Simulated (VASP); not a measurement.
# Pd: single point with LDA

Crystal: Pd.

```xyz
1
Lattice="0.0000 1.7893 1.8671 1.7893 0.0000 1.8671 1.7893 1.7893 0.0000" Properties=species:S:1:pos:R:3 pbc="T T T"
Pd    0.0000    0.0000    0.0000
```

This cell differs from its parent crystal: strain -0.080 along x and y, -0.040 along z.

| Item | Value |
| --- | --- |
| Program | VASP 6.6.1 |
| Task | single point |
| Functional | LDA |
| Potentials or basis | VASP PAW LDA potentials, release 64 (Pd) |
| Cutoff | 520 eV |
| k mesh | 20 × 20 × 20 |
| Occupations | gaussian, width 0.15 eV |
| Spin | no spin polarisation |

```json
{
  "Pressure": "60.7 GPa",
  "Band gap on the k mesh": "zero (band 5 reaches 14.35 eV, above the bottom of band 6 at 11.87 eV)"
}
```

Stress tensor (GPa, compression positive):
```
62.89  0.00  0.00
 0.00 62.89  0.00
 0.00  0.00 56.21
```

Levels at points of the mesh, in eV from the Fermi level:
| k point | band 2 | band 3 | band 4 | band 5 | band 6 | band 7 | band 8 | band 9 |
| --- | --- | --- | --- | --- | --- | --- | --- | --- |
| (0.00, 0.00, 0.00) | -4.37 | -3.82 | -3.82 | -2.03 | -1.41 | 16.97 | 21.98 | 23.40 |
| (0.50, 0.00, 0.00) | -4.35 | -3.83 | -0.11 | 0.12 | 0.49 | 9.20 | 16.35 | 22.52 |
| (0.50, 0.50, 0.00) | -7.16 | 0.01 | 0.44 | 0.44 | 2.64 | 12.32 | 14.77 | 14.77 |
| (0.50, 0.00, 0.50) | -7.15 | -0.05 | 0.25 | 0.68 | 3.62 | 13.61 | 13.68 | 14.19 |

Wall time 49 s on 1 thread of Intel(R) Xeon(R) Platinum 8375C CPU @ 2.90GHz (Ice Lake) (shared host), peak memory 0.19 GiB.

Caveat: the cell differs from its parent crystal (strain -0.080 along x and y, -0.040 along z).
